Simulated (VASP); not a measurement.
A run of VASP 6.6.1:

INCAR

```
ALGO = Normal
EDIFF = 1E-6
EDIFFG = -0.01
ENCUT = 600
GGA = PE
IBRION = 2
ISIF = 3
ISMEAR = 0
LASPH = True
LCHARG = False
LREAL = False
LWAVE = False
NELM = 100
NSW = 100
PREC = Accurate
SIGMA = 0.1
```

The input KPOINTS:

```
k-points
0
Gamma
  24 24 6
```

Contents of POSCAR:

```
SiC2
1.0
    2.4707324617      0.0000000000      0.0000000000
   -1.2353662309      2.1397170778      0.0000000000
    0.0000000000      0.0000000000      9.0210338899
Si C
1 2
Direct
    0.0000000000      0.0000000000      0.5000000000
    0.6666666667      0.3333333333      0.0000000000
    0.3333333333      0.6666666667      0.0000000000
```

Potentials or basis: VASP PAW PBE potentials, release 64 (Si, C).

Run with:

```bash
$ cat potpaw_PBE.64/Si/POTCAR potpaw_PBE.64/C/POTCAR > POTCAR
$ mpirun -np 1 vasp_std > vasp.out
```

Hardware: 1 thread of Intel Xeon 8259CL, on a shared host.

Estimate the wall time of this run.

Wall time 2.8 min on 1 thread of Intel Xeon 8259CL (shared host), peak memory 0.28 GiB. Counts: scf iterations 13, k points 244, ion steps 1.
